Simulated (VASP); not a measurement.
# SnTe (CsCl type): single point with PBE

SnTe (CsCl type):

```
Sn Te
1.0
     3.88862    0.00000    0.00000
     0.00000    3.88862    0.00000
     0.00000    0.00000    3.88862
Sn Te
1 1
Cartesian
  0.0000 0.0000 0.0000
  1.9443 1.9443 1.9443
```

```yaml
Program: VASP 6.6.1
Task: single point
Functional: PBE
Potentials_or_basis: VASP PAW PBE potentials, release 64 (Sn_d, Te)
Cutoff: 520 eV
k_mesh: 13 × 13 × 13
Occupations: fermi-dirac, width 0.05 eV
Spin: no spin polarisation
```

| Item | Value |
| --- | --- |
| Pressure | -0.1 GPa |
| Band gap on the k mesh | zero (band 10 reaches 7.57 eV, above the bottom of band 11 at 5.99 eV) |

Levels at points of the mesh, in eV from the Fermi level:
```tsv
k point	band 7	band 8	band 9	band 10	band 11	band 12	band 13	band 14
(0.00, 0.00, 0.00)	-5.27	-1.74	-1.74	-1.74	3.57	3.57	5.44	5.44
```

It took 43 s on 1 thread of AMD EPYC 7R13 Processor (Zen 3) (shared host), peak memory 0.2 GiB.

Caveat: spin-orbit coupling is left out, which moves the levels of the heavy elements.
